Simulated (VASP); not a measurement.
**P: single point with PBE**

The system is P.

```xyz
2
Lattice="0.0000 2.7441 2.7441 2.7441 0.0000 2.7441 2.7441 2.7441 0.0000" Properties=species:S:1:pos:R:3 pbc="T T T"
P    -0.6860   -0.6860   -0.6860
P     0.6860    0.6860    0.6860
```

This isn't the form of P at room conditions, which is orthorhombic.

```json
{"Program": "VASP 6.6.1", "Task": "single point", "Functional": "PBE", "Potentials or basis": "VASP PAW PBE potentials, release 64 (P)", "Cutoff": "520 eV", "k mesh": "12 × 12 × 12", "Occupations": "methfessel-paxton, width 0.005 eV", "Spin": "no spin polarisation"}
```

```
Pressure               : -0.1 GPa
Band gap on the k mesh : zero (bands 5 and 6 overlap by 2.67 eV)
```

Levels at points of the mesh, in eV from the Fermi level:
| k point | band 1 | band 2 | band 3 | band 4 | band 5 | band 6 | band 7 | band 8 | band 9 | band 10 |
| --- | --- | --- | --- | --- | --- | --- | --- | --- | --- | --- |
| (0.00, 0.00, 0.00) | -15.01 | -3.53 | -3.08 | -3.08 | -3.08 | 0.04 | 0.04 | 0.04 | 5.94 | 6.77 |
| (0.50, 0.00, 0.00) | -13.16 | -9.94 | -4.11 | -4.11 | -2.43 | 1.29 | 1.29 | 5.62 | 8.15 | 8.39 |
| (0.00, 0.50, 0.00) | -13.16 | -9.94 | -4.11 | -4.11 | -2.43 | 1.29 | 1.29 | 5.62 | 8.15 | 8.39 |
| (0.00, 0.00, 0.50) | -13.16 | -9.94 | -4.11 | -4.11 | -2.43 | 1.29 | 1.29 | 5.62 | 8.15 | 8.39 |
| (0.50, 0.50, 0.50) | -13.16 | -9.94 | -4.11 | -4.11 | -2.43 | 1.29 | 1.29 | 5.62 | 8.15 | 8.39 |
| (0.50, 0.50, 0.00) | -11.46 | -11.46 | -5.38 | -5.38 | -1.19 | -1.19 | 5.68 | 5.68 | 8.47 | 8.47 |
| (0.00, 0.50, 0.50) | -11.46 | -11.46 | -5.38 | -5.38 | -1.19 | -1.19 | 5.68 | 5.68 | 8.47 | 8.47 |
| (0.50, 0.00, 0.50) | -11.46 | -11.46 | -5.38 | -5.38 | -1.19 | -1.19 | 5.68 | 5.68 | 8.47 | 8.47 |

Run time: 10 min on 1 thread of Intel Xeon 8259CL (shared host), peak memory 0.43 GiB.
